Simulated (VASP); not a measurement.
A run of VASP 6.6.1:

INCAR

```
SYSTEM = Sn
  AGGAC = 1.0
  AGGAX = 1.0
  ALDAC = 0.0
  ALDAX = 1.0
  ALGO = Normal
  EDIFF = 1E-7
  ENCUT = 520
  GGA = B5
  ISIF = 2
  ISMEAR = -1
  LASPH = .True.
  LCHARG = .False.
  LREAL = .False.
  LWAVE = .False.
  NBANDS = 13
  NELM = 80
  PREC = Accurate
  SIGMA = 0.1
```

Contents of KPOINTS:

```
k-points
0
Gamma
  12 12 12
  0 0 0
```

Contents of POSCAR:

```
Sn
1.0
    0.0000000000      2.5857254562      2.5857254562
    2.5857254562      0.0000000000      2.5857254562
    2.5857254562      2.5857254562      0.0000000000
Sn
1
Direct
    0.0000000000      0.0000000000      0.0000000000
```

Potentials or basis: VASP PAW PBE potentials, release 64 (Sn_d).

The run is started by

```sh
$ cat potpaw_PBE.64/Sn_d/POTCAR > POTCAR
$ mpirun -np 1 vasp_std > vasp.out
```

Hardware: 1 thread of Intel(R) Xeon(R) 6975P-C (Granite Rapids), on a shared host.

Question: How long does it take, and how much memory?

Answer: Run time: 15 s on 1 thread of Intel(R) Xeon(R) 6975P-C (Granite Rapids), with other jobs on the host, peak memory 0.17 GiB. Counts: scf iterations 11, k points 72.
